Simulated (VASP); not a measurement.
Set up this calculation in VASP 6.6.1, as the native input.

```
Task                   : electric field gradients
Functional             : PBEsol
Potentials or basis    : VASP PAW PBE potentials, release 64 (Ba_sv, S)
Cutoff                 : 520 eV
k mesh                 : 8 × 8 × 8
Occupations            : fermi-dirac, width 0.02 eV
Spin                   : no spin polarisation
Dipole correction      : no
Further INCAR settings : ALGO = Normal; EDIFF = 1e-08; NBANDS = 15
```

The structure of BaS lies in POSCAR:

```
BaS
1.0
    0.0000000000      3.1669104958      3.1669104958
    3.1669104958      0.0000000000      3.1669104958
    3.1669104958      3.1669104958      0.0000000000
Ba S
1 1
Direct
    0.0000000000      0.0000000000      0.0000000000
    0.5000000000      0.5000000000      0.5000000000
```

The input as run:

INCAR

```
PREC = Accurate ; ENCUT = 520
EDIFF = 1E-8 ; ISMEAR = -1
SIGMA = 0.02 ; LREAL = F
LASPH = T ; NELM = 80
ALGO = Normal ; ISIF = 2
LWAVE = F ; LCHARG = F
GGA = PS ; LEFG = T
NBANDS = 15
```

KPOINTS

```
regular mesh
0
Gamma
  8 8 8
```

Potentials or basis: VASP PAW PBE potentials, release 64 (Ba_sv, S).

Command:

```console
$ cat potpaw_PBE.64/Ba_sv/POTCAR potpaw_PBE.64/S/POTCAR > POTCAR
$ mpirun -np 1 vasp_std > vasp.out
```

It gave:

```yaml
Pressure: 0.6 GPa
Band_gap_on_the_k_mesh: 1.93 eV (least direct gap 2.06 eV)
Largest_electric_field_gradient_by_atom: under 0.05 V/Å² on every atom
```

Caveat: the PAW data sets were made with another functional, which shifts forces and pressure a little; spin-orbit coupling is left out, which moves the levels of the heavy elements.

It took 52 s on 1 thread of Intel Xeon 8259CL (shared host), peak memory 0.21 GiB.
